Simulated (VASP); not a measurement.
Crystal: LiBPt.

```
CELL_PARAMETERS angstrom
3.49376 0.00000 0.00000
-1.74688 3.02569 0.00000
0.00000 0.00000 4.02447
ATOMIC_POSITIONS crystal
Li 0.00000 0.00000 0.00000
B 0.66667 0.33333 0.50000
Pt 0.33333 0.66667 0.50000
```

The cell was built from a structure type or drawn by symmetry, and may not be a known phase.

```yaml
Program: VASP 6.6.1
Task: relaxation of cell and atoms
Functional: PBE
Potentials_or_basis: VASP PAW PBE potentials, release 64 (Li_sv, B, Pt)
Cutoff: 600 eV
k_mesh: 18 × 18 × 12
Occupations: gaussian, width 0.1 eV
Spin: no spin polarisation
```

At the start: pressure 0.8 GPa; volume 14.18 Å³/atom.

Task: Where does the relaxation end?

Result: Over 8 steps the energy falls by 2.2 meV/atom and the volume is 13.95 Å³/atom (-1.6 %); space group P-6m2 (No. 187, to 0.1 Å) before and after.

The path:
```
step  energy change (eV)  largest force (eV/Å)  pressure (GPa)  volume (Å³)
   1              0.0000                0.0000            0.77        42.54
   2             -0.0022                0.0000           -1.22        42.96
   3             -0.0027                0.0000           -0.64        42.84
   4             -0.0043                0.0000           -0.47        42.60
   5             -0.0064                0.0000            0.08        41.89
   6             -0.0064                0.0000            0.15        41.82
   7             -0.0064                0.0000           -0.24        41.88
   8             -0.0065                0.0000           -0.01        41.84
```

Final structure:
```
CELL_PARAMETERS angstrom
3.51561 0.00000 0.00000
-1.75780 3.04461 0.00000
0.00000 0.00000 3.90919
ATOMIC_POSITIONS crystal
Li 0.00000 0.00000 0.00000
B 0.66667 0.33333 0.50000
Pt 0.33333 0.66667 0.50000
```

Caveat: the cutoff is under 1.25 times the usual one of these potentials, so pressure, stress and relaxed cells hold a basis-set (Pulay) error.
